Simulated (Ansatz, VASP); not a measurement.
## One calculation of AlNi, two programs

```
Al Ni
1.0
     1.85206   -1.85208    0.00000
     1.85206    1.85208    0.00000
     0.00000    0.00000    3.41786
Al Ni
1 1
Direct
  0.00000 0.00000 0.00000
  0.50000 0.50000 0.50000
```

Alike in both runs: task single point; functional PBEsol; k mesh 24 × 24 × 24; occupations gaussian, width 0.15 eV; no spin polarisation.

|  | VASP | Ansatz |
| --- | --- | --- |
| version | VASP 6.6.1 | Ansatz 0.2.0 |
| potentials or method | VASP PAW PBE potentials, release 64 (Al, Ni), cutoff 520 eV | scalar-relativistic, plane waves, PAW |
| valence electrons in the cell | 13 | 21 |

|  | VASP | Ansatz | Ansatz less VASP |
| --- | --- | --- | --- |
| gap on the k mesh at the Fermi level (eV) | none | none | - |
| pressure (GPa) | 2.3 | 1.9 | -0.40 |
| traceless stress, the component that is largest in VASP (GPa) | -8.92 | -8.65 | +0.269 |

VASP's potentials were made for PBE, not for PBEsol. A gap of «none» marks a metal or a gap that the smearing closes. VASP's potentials hold 13 valence electrons a cell and Ansatz's 21, so a difference there can come from the potentials and not from the codes. Ansatz's warnings: near symmetry operations not taken.
